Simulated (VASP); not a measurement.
# Be (P6_3/mmc) in VASP: further runs

Be is run at these levels: LDA; tasks: single point.

All numbers are computed with VASP 6.6.1; they aren't measurements. Logs are shortened: lines on timing, memory, paths and dates and some standing lists are left out, and cuts for length are marked.

**1. The cell of the first run**

It takes space group P6_3/mmc (No. 194, hexagonal). Conventional cell: a = 2.300 Å, b = 2.300 Å, c = 3.608 Å, α = 90.00°, β = 90.00°, γ = 120.00°. Be (site symmetry -6m2) has 12 Be at 2.24 to 2.30 Å within 3.0 Å.

**2. Single point, LDA (volume scaled by 1.02)**

INCAR reads:

```
ALGO = Fast
EDIFF = 1E-7
ENCUT = 520
GGA = CA
ISIF = 2
ISMEAR = -1
LASPH = T
LCHARG = F
LREAL = F
LWAVE = F
NBANDS = 9
NELM = 80
PREC = Accurate
SIGMA = 0.05
```

KPOINTS reads:

```
k-points
0
Gamma
  13 13 8
```

POSCAR reads:

```
Be
1.0
    2.3004348782      0.0000000000      0.0000000000
   -1.1502174391      1.9922350443      0.0000000000
    0.0000000000      0.0000000000      3.6079371156
Be
2
Direct
    0.6666666667      0.3333333333      0.7500000000
    0.3333333333      0.6666666667      0.2500000000
```

Potentials or basis: VASP PAW LDA potentials, release 64 (Be).

The run is started by

```console
$ cat potpaw_LDA.64/Be/POTCAR > POTCAR
$ mpirun -np 1 vasp_std > vasp.out
```

OUTCAR:

```text
EDIFF = 1E-7
   ENCUT = 520
   GGA = CA
   ISIF = 2
   ISMEAR = -1
   LASPH = T
   LREAL = F
   NELM = 80
   PREC = Accurate

 ion  position               nearest neighbor table
   1  0.667  0.333  0.750-   2 2.24   2 2.24   2 2.24   2 2.24   2 2.24   2 2.24
   2  0.333  0.667  0.250-   1 2.24   1 2.24   1 2.24   1 2.24   1 2.24   1 2.24

  LATTYP: Found a hexagonal cell.
 ALAT       =     2.3004348782
 C/A-ratio  =     1.5683717674

  Lattice vectors:

 A1 = (   2.3004348782,   0.0000000000,   0.0000000000)
 A2 = (  -1.1502174391,   1.9922350443,   0.0000000000)
 A3 = (   0.0000000000,   0.0000000000,   3.6079371156)

Analysis of symmetry for initial positions (statically):
=====================================================================
 Subroutine PRICEL returns:
 Original cell was already a primitive cell.

 Routine SETGRP: Setting up the symmetry group for a
 hexagonal supercell.

 Subroutine GETGRP returns: Found 24 space group operations
 (whereof 12 operations were pure point group operations)
 out of a pool of 24 trial point group operations.

The static configuration has the point symmetry D_3d.
 The point group associated with its full space group is D_6h.

Analysis of symmetry for dynamics (positions and initial velocities):
=====================================================================
 Subroutine PRICEL returns:
 Original cell was already a primitive cell.

 Routine SETGRP: Setting up the symmetry group for a
 hexagonal supercell.

 Subroutine GETGRP returns: Found 24 space group operations
 (whereof 12 operations were pure point group operations)
 out of a pool of 24 trial point group operations.

The dynamic configuration has the point symmetry D_3d.
 The point group associated with its full space group is D_6h.

 Subroutine INISYM returns: Found 24 space group operations
 (whereof 12 operations are pure point group operations),
 and found     1 'primitive' translations

----------------------------------------------------------------------------------------

                                     Primitive cell

  volume of cell :      16.5352

  direct lattice vectors                    reciprocal lattice vectors
     2.300434878  0.000000000  0.000000000     0.434700417  0.250974403  0.000000000
    -1.150217439  1.992235044  0.000000000     0.000000000  0.501948805  0.000000000
     0.000000000  0.000000000  3.607937116     0.000000000  0.000000000  0.277166693

  length of vectors
     2.300434878  2.300434878  3.607937116     0.501948805  0.501948805  0.277166693

  position of ions in fractional coordinates (direct lattice)
     0.666666667  0.333333333  0.750000000
     0.333333333  0.666666667  0.250000000

  ion indices of the primitive-cell ions
   primitive index   ion index
                 1           1
                 2           2

----------------------------------------------------------------------------------------

 KPOINTS: k-points

Automatic generation of k-mesh.
 Grid dimensions read from file:
 generate k-points for:   13   13    8

 Generating k-lattice:

  Cartesian coordinates                     Fractional coordinates (reciprocal lattice)
     0.033438494  0.019305723  0.000000000     0.076923077  0.000000000  0.000000000
     0.000000000  0.038611447  0.000000000     0.000000000  0.076923077  0.000000000
     0.000000000  0.000000000  0.034645837     0.000000000  0.000000000  0.125000000

  Length of vectors
     0.038611447  0.038611447  0.034645837

  Shift w.r.t. Gamma in fractional coordinates (k-lattice)
     0.000000000  0.000000000  0.000000000

 Subroutine IBZKPT returns following result:
 ===========================================

 Found    105 irreducible k-points:

 Following reciprocal coordinates:
            Coordinates               Weight
  0.000000  0.000000  0.000000      1.000000
  0.076923  0.000000  0.000000      6.000000
  0.153846  0.000000  0.000000      6.000000
  0.230769  0.000000  0.000000      6.000000
  0.307692  0.000000  0.000000      6.000000
  0.384615 -0.000000  0.000000      6.000000
[... 16 lines left out ...]
  0.076923  0.000000  0.125000     12.000000
  0.153846  0.000000  0.125000     12.000000
 [... further k-points ...]
   k-points           NKPTS =    105   k-points in BZ     NKDIM =    105   number of bands    NBANDS=      9
   number of dos      NEDOS =    301   number of ions     NIONS =      2
   total plane-waves  NPLWV =   9072
   dimension x,y,z NGX =    18 NGY =   18 NGZ =   28
   dimension x,y,z NGXF=    36 NGYF=   36 NGZF=   56
   ions per type =               2
   NGX,Y,Z   is equivalent  to a cutoff of  13.01, 13.01, 12.90 a.u.
   NGXF,Y,Z  is equivalent  to a cutoff of  26.02, 26.02, 25.80 a.u.
 SYSTEM =  unknown system
   PREC   = accura    normal or accurate (medium, high low for compatibility)
   ISTART =      0    job   : 0-new  1-cont  2-samecut
   ICHARG =      2    charge: 1-file 2-atom 10-const
   ISPIN  =      1    spin polarized calculation?
   LNONCOLLINEAR =      F non collinear calculations
   LSORBIT =      F    spin-orbit coupling
   LASPH  =      T    aspherical Exc in radial PAW
   ENCUT  =  520.0 eV  38.22 Ry    6.18 a.u.   4.28  4.28  6.71*2*pi/ulx,y,z
   NELM   =     80;   NELMIN=  2; NELMDL= -5     # of ELM steps
   EDIFF  = 0.1E-06   stopping-criterion for ELM
   LREAL  =      F    real-space projection
   EDIFFG = 0.1E-05   stopping-criterion for IOM
   NSW    =      0    number of steps for IOM
   IBRION =     -1    ionic relax: 0-MD 1-quasi-New 2-CG
   NFREE  =      0    steps in history (QN), initial steepest desc. (CG)
   ISIF   =      2    stress and relaxation
   ISYM   =      2    0-nonsym 1-usesym 2-fastsym
   POTIM  = 0.5000    time-step for ionic-motion
   TEBEG  =    0.0;   TEEND  =   0.0 temperature during run
   PSTRESS=    0.0 pullay stress
   NELECT =       4.0000    total number of electrons
   NUPDOWN=      -1.0000    fix difference up-down
   EMIN   =  10.00;   EMAX   =-10.00  energy-range for DOS
   EFERMI =   0.00;   METHOD = LEGACY
   ISMEAR =    -1;   SIGMA  =   0.05  broadening in eV -4-tet -1-fermi 0-gaus
   EFERMI_NEDOS =   21; number of points for ismear=-14 and -15
   IALGO  =     68    algorithm
   IMIX   =      4    mixing-type and parameters
     AMIX     =   0.40;   BMIX     =  1.00
     AMIX_MAG =   1.60;   BMIX_MAG =  1.00
  volume/ion in A,a.u.               =       8.27        55.79
  Fermi-wavevector in a.u.,A,eV,Ry     =   1.020058  1.927631 14.157120  1.040519
  Thomas-Fermi vector in A             =   2.153607
   LORBIT       =      0    0 simple, 1 ext, 2 COOP (PROOUT), +10 PAW based schemes
   GGA     = CA    functional components
   LHFCALC =     F    Hartree Fock is set to
   AEXX    =    0.0000 exact exchange contribution
   IVDW    =     0    specifies the selected vdW correction
   LEPSILON=     F    determine dielectric tensor
   LRPA    =     F    only Hartree local field effects (RPA)
 non-spin polarized calculation
 RMM-DIIS sequential band-by-band and
  energy-cutoff  :      520.00
  volume of cell :       16.54
 maximum number of plane-waves:       470
 NGX is ok and might be reduce to    18
   NGX =  9   NGY =  9   NGZ = 13

 number of electron       4.0000000 magnetization

 Free energy of the ion-electron system (eV)
  ---------------------------------------------------
  ext. energy  EPLUGINS =         0.00000000
  ---------------------------------------------------
  free energy    TOTEN  =        -8.37192694 eV

  energy without entropy =       -8.37082445  energy(sigma->0) =       -8.37137570

 E-fermi :   6.2694     XC(G=0): -10.4751

 val. band max:        6.2034691801   @ k =   0.2308   0.1538   0.0000
 cond. band min:       6.3354465623   @ k =   0.3077   0.1538   0.0000
 fundamental gap:      0.1319773822
 Fermi energy:         6.2693965563

 k-point     1 :       0.0000    0.0000    0.0000
  band No.  band energies     occupation
      1      -4.5445      2.00000
      2       2.1736      2.00000
      3       7.5601      0.00000
      4      21.5253      0.00000
      5      21.5253      0.00000
      6      24.2882      0.00000
      7      24.2882      0.00000
      8      26.3128      0.00000
      9      32.8700      0.00000

 k-point     2 :       0.0769    0.0000    0.0000
  band No.  band energies     occupation
      1      -4.3803      2.00000
      2       2.3884      2.00000
      3       7.6067      0.00000
      4      20.3000      0.00000
      5      20.6448      0.00000
      6      24.2825      0.00000
      7      24.6739      0.00000
      8      25.9949      0.00000
      9      30.5573      0.00000

 k-point     3 :       0.1538    0.0000    0.0000
  band No.  band energies     occupation
      1      -3.8870      2.00000
      2       3.0315      2.00000
      3       7.7213      0.00000
      4      17.6179      0.00000
      5      19.1159      0.00000
      6      24.0371      0.00000
      7      24.7221      0.00000
      8      24.8024      0.00000
      9      27.6723      0.00000

 k-point     4 :       0.2308    0.0000    0.0000
  band No.  band energies     occupation
      1      -3.0646      2.00000
      2       4.0977      2.00000
      3       7.7680      0.00000
      4      14.7907      0.00000
      5      17.6849      0.00000
      6      22.4082      0.00000
      7      22.7696      0.00000
      8      24.1593      0.00000
      9      25.7875      0.00000
[... 205 lines left out ...]
 k-point    22 :       0.0000    0.0000    0.1250
  band No.  band energies     occupation
      1      -4.4127      2.00000
      2       1.4521      2.00000
      3       8.5858      0.00000
      4      21.6423      0.00000
      5      21.6423      0.00000
      6      24.2364      0.00000
      7      24.2364      0.00000
      8      25.4168      0.00000
      9      33.4828      0.00000

 k-point    23 :       0.0769    0.0000    0.1250
  band No.  band energies     occupation
      1      -4.2483      2.00000
      2       1.6490      2.00000
      3       8.6486      0.00000
      4      20.4256      0.00000
      5      20.7768      0.00000
      6      24.1074      0.00000
      7      24.5230      0.00000
      8      25.2726      0.00000
      9      30.5360      0.00000

 k-point    24 :       0.1538    0.0000    0.1250
  band No.  band energies     occupation
      1      -3.7548      2.00000
      2       2.2335      2.00000
      3       8.8134      0.00000
      4      17.7417      0.00000
      5      19.2629      0.00000
      6      23.5326      0.00000
      7      24.3552      0.00000
      8      24.3864      0.00000
      9      27.8711      0.00000

 [... further k-points ...]
[... 5 lines left out ...]
  --------------------------------------------------------------------------------------
  -------------------------------------------------------------------------------------
  Total       -0.9641973     -0.9641973     -1.1167053      0.0000000      0.0000000      0.0000000
  in kB      -93.4258425    -93.4258425   -108.2030969      0.0000000      0.0000000      0.0000000
  external PRESSURE =     -98.3515940 kB  Pullay stress =       0.0000000 kB

 VOLUME and BASIS-vectors are now :
 -----------------------------------------------------------------------------
  energy-cutoff  :      520.00
  volume of cell :       16.54
      direct lattice vectors                 reciprocal lattice vectors
     2.300434878  0.000000000  0.000000000     0.434700417  0.250974403  0.000000000
    -1.150217439  1.992235044  0.000000000     0.000000000  0.501948805  0.000000000
     0.000000000  0.000000000  3.607937116     0.000000000  0.000000000  0.277166693

 POSITION                                       TOTAL-FORCE (eV/Angst)
 -----------------------------------------------------------------------------------
      1.15022      0.66408      2.70595         0.000000     -0.000000      0.000000
     -0.00000      1.32816      0.90198        -0.000000      0.000000      0.000000
 -----------------------------------------------------------------------------------
    total drift:                                0.000000     -0.000000      0.000000

  FREE ENERGIE OF THE ION-ELECTRON SYSTEM (eV)
  ---------------------------------------------------
  free  energy   TOTEN  =        -8.3719269407 eV

  energy  without entropy=       -8.3708244504  energy(sigma->0) =       -8.37137570
```

Wall time 6.7 s (1 thread of Intel Xeon Platinum 8488C (Sapphire Rapids), shared host); peak memory 0.12 GiB.

What came out:

| Item | Value |
| --- | --- |
| Free energy | -8.3719 eV |
| Pressure | -9.8 GPa |
| Band gap on the k mesh | zero (band 2 reaches 7.47 eV, above the bottom of band 3 at 5.89 eV) |

Levels at points of the mesh, in eV from the Fermi level:
| k point | band 1 | band 2 | band 3 | band 4 | band 5 | band 6 | band 7 |
| --- | --- | --- | --- | --- | --- | --- | --- |
| (0.00, 0.00, 0.00) | -10.81 | -4.10 | 1.29 | 15.26 | 15.26 | 18.02 | 18.02 |
| (0.00, 0.00, 0.50) | -8.71 | -8.71 | 10.56 | 10.56 | 16.82 | 16.82 | 16.82 |

**3. Single point, LDA (volume scaled by 1.04)**

INCAR reads:

```
SYSTEM = Be
PREC = Accurate
ENCUT = 520
EDIFF = 1E-6
ISMEAR = -1
SIGMA = 0.05
LREAL = .FALSE.
LASPH = .TRUE.
NELM = 60
ALGO = Fast
ISIF = 2
LWAVE = .FALSE.
LCHARG = .FALSE.
NBANDS = 9
```

KPOINTS reads:

```
Automatic mesh
0
G
  13 13 8
  0 0 0
```

POSCAR reads:

```
Be
1.0
    2.3153731856      0.0000000000      0.0000000000
   -1.1576865928      2.0051719980      0.0000000000
    0.0000000000      0.0000000000      3.6313659352
Be
2
Direct
    0.6666666667      0.3333333333      0.7500000000
    0.3333333333      0.6666666667      0.2500000000
```

Potentials or basis: VASP PAW LDA potentials, release 64 (Be).

The run is started by

```console
$ cat potpaw_LDA.64/Be/POTCAR > POTCAR
$ mpirun -np 1 vasp_std > vasp.out
```

Run time: 6.3 s. Hardware: 1 thread of Intel Xeon Platinum 8488C (Sapphire Rapids), shared host; peak memory 0.12 GiB.

Results (log left out):

```
Free energy            : -8.3502 eV
Pressure               : -11.7 GPa
Band gap on the k mesh : zero (band 2 reaches 7.32 eV, above the bottom of band 3 at 5.75 eV)
```

Stress tensor (GPa, compression positive):
```
-11.07   0.00   0.00
  0.00 -11.07   0.00
  0.00   0.00 -12.84
```

Levels at points of the mesh, in eV from the Fermi level:
```
           k point  band 1  band 2  band 3  band 4  band 5
(0.00, 0.00, 0.00)  -10.72   -4.04    1.22   15.02   15.02
(0.00, 0.00, 0.50)   -8.63   -8.63   10.39   10.39   16.56
```

**4. Single point, LDA (volume scaled by 1.06)**

INCAR reads:

```
SYSTEM = Be
PREC = Accurate ; ENCUT = 520
EDIFF = 1E-6 ; ISMEAR = -1
SIGMA = 0.05 ; LREAL = .FALSE.
LASPH = .TRUE. ; NELM = 80
ALGO = Fast ; ISIF = 2
LWAVE = .FALSE. ; LCHARG = .FALSE.
GGA = CA ; NBANDS = 9
```

KPOINTS reads:

```
regular mesh
0
G
  13 13 8
  0 0 0
```

POSCAR reads:

```
Be
1.0
    2.3301211831      0.0000000000      0.0000000000
   -1.1650605915      2.0179441385      0.0000000000
    0.0000000000      0.0000000000      3.6544962781
Be
2
Direct
    0.6666666667      0.3333333333      0.7500000000
    0.3333333333      0.6666666667      0.2500000000
```

The run is started by

```console
$ cat potpaw_LDA.64/Be/POTCAR > POTCAR
$ mpirun -np 1 vasp_std > vasp.out
```

Wall time 6.5 s (1 thread of Intel Xeon Platinum 8488C (Sapphire Rapids), shared host); peak memory 0.12 GiB.

The run converged. Its results:

| Quantity | Value |
| --- | --- |
| Free energy | -8.3249 eV |
| Pressure | -13.3 GPa |
| Band gap on the k mesh | zero (band 2 reaches 7.16 eV, above the bottom of band 3 at 5.61 eV) |

Stress tensor (GPa, compression positive):
```
-12.65   0.00   0.00
  0.00 -12.65   0.00
  0.00   0.00 -14.68
```

Levels at points of the mesh, in eV from the Fermi level:
| k point | band 1 | band 2 | band 3 | band 4 | band 5 | band 6 | band 7 |
| --- | --- | --- | --- | --- | --- | --- | --- |
| (0.00, 0.00, 0.00) | -10.62 | -3.98 | 1.15 | 14.79 | 14.79 | 17.47 | 17.47 |
| (0.00, 0.00, 0.50) | -8.55 | -8.55 | 10.23 | 10.23 | 16.30 | 16.30 | 16.30 |

**5. Overview**

| cell | further INCAR settings | gap on the mesh (eV) | pressure (GPa) |
| --- | --- | --- | --- |
| a = 2.300, b = 2.300, c = 3.608 Å, angles 90.0, 90.0, 120.0°, 2 atoms | ALGO = Fast; EDIFF = 1e-07; NBANDS = 9 | none | -9.8 |
| a = 2.315, b = 2.315, c = 3.631 Å, angles 90.0, 90.0, 120.0°, 2 atoms | ALGO = Fast; EDIFF = 1e-06; NBANDS = 9 | none | -11.7 |
| a = 2.330, b = 2.330, c = 3.654 Å, angles 90.0, 90.0, 120.0°, 2 atoms | ALGO = Fast; EDIFF = 1e-06; NBANDS = 9 | none | -13.3 |

Alike in all rows: task single point; level LDA; potentials or basis VASP PAW LDA potentials, release 64 (Be); no spin polarisation; k mesh 13 × 13 × 8; cutoff (eV) 520; smearing fermi-dirac 0.05 eV.

Absolute energies hang on the potentials; compare differences alone.
